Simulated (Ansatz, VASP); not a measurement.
# NaH3 in VASP and in Ansatz

```
CELL_PARAMETERS angstrom
2.28984 -2.28834 0.00000
2.28984 2.28834 0.00000
-1.95546 0.00000 5.64218
ATOMIC_POSITIONS crystal
Na 0.00000 0.00000 0.00000
H 0.50000 0.50000 0.00000
H 0.92070 0.92070 0.45348
H 0.07930 0.07930 0.54652
```

Change from the starting cell: the structure that the rattled Ni3Sn (D0_19) type (P6_3/mmc, No. 194) fell into.

Alike in both runs: task relaxation of cell and atoms; functional PBE; k mesh 8 × 8 × 4; occupations gaussian, width 0.02 eV; no spin polarisation.

```csv
,VASP,Ansatz
version,VASP 6.6.1,Ansatz 0.2.0
potentials or method,"VASP PAW PBE potentials, release 64 (Na_pv, H), cutoff 600 eV","scalar-relativistic, plane waves, PAW"
valence electrons in the cell,10,12
```

|  | VASP | Ansatz | Ansatz less VASP |
| --- | --- | --- | --- |
| gap on the k mesh at the Fermi level, each at its own relaxed structure (eV) | 2.97 | 2.91 | -0.058 |
| relaxed volume (Å³/atom) | 14.78 | 15.01 | +0.231 |
| relaxed cell length with the largest relative difference (Å) | 5.972 | 6.057 | +0.0857 |

VASP's potentials hold 10 valence electrons a cell and Ansatz's 12, so a difference there can come from the potentials and not from the codes.
